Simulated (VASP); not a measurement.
Input of a VASP 6.6.1 run:

File INCAR:

```
PREC     = Accurate       # precision mode
ENCUT    = 520            # plane-wave cutoff, eV
EDIFF    = 1E-6           # SCF threshold, eV
ISMEAR   = 0              # smearing method
SIGMA    = 0.15           # smearing width, eV
LREAL    = False          # projectors in reciprocal space
LASPH    = True           # aspherical terms in the spheres
NELM     = 60             # most SCF steps
ALGO     = Fast           # electronic algorithm
ISIF     = 2              # what is computed and relaxed
LWAVE    = False          # write WAVECAR
LCHARG   = False          # write CHGCAR
GGA      = PS             # functional
NBANDS   = 21             # bands
```

The input KPOINTS:

```
Automatic mesh
0
Gamma
  18 18 10
```

POSCAR

```
Ru
1.0
    2.6539119460      0.0000000000      0.0000000000
   -1.3269559730      2.2983551647      0.0000000000
    0.0000000000      0.0000000000      4.2523798378
Ru
2
Direct
    0.3233090145      0.6466180290      0.2500000000
    0.6766909855      0.3533819710      0.7500000000
```

Potentials or basis: VASP PAW PBE potentials, release 64 (Ru_pv).

The run is started by

```sh
$ cat potpaw_PBE.64/Ru_pv/POTCAR > POTCAR
$ mpirun -np 1 vasp_std > vasp.out
```

Q: What does it give for the pressure?

A: 10.2 GPa.

Q: Estimate the largest force.

A: 0.749 eV/Å.

Q: What does it give for the band gap on the k mesh?

A: Zero (bands 14 and 15 overlap by 3.37 eV).

Forces on the atoms (eV/Å):
```
Ru   0.000  0.749  0.000
Ru   0.000 -0.749  0.000
```

Caveat: the cell differs from its parent crystal (atoms displaced along a vibrational mode, the cell strained); the cell stands under pressure; the PAW data sets were made with another functional, which shifts forces and pressure a little.
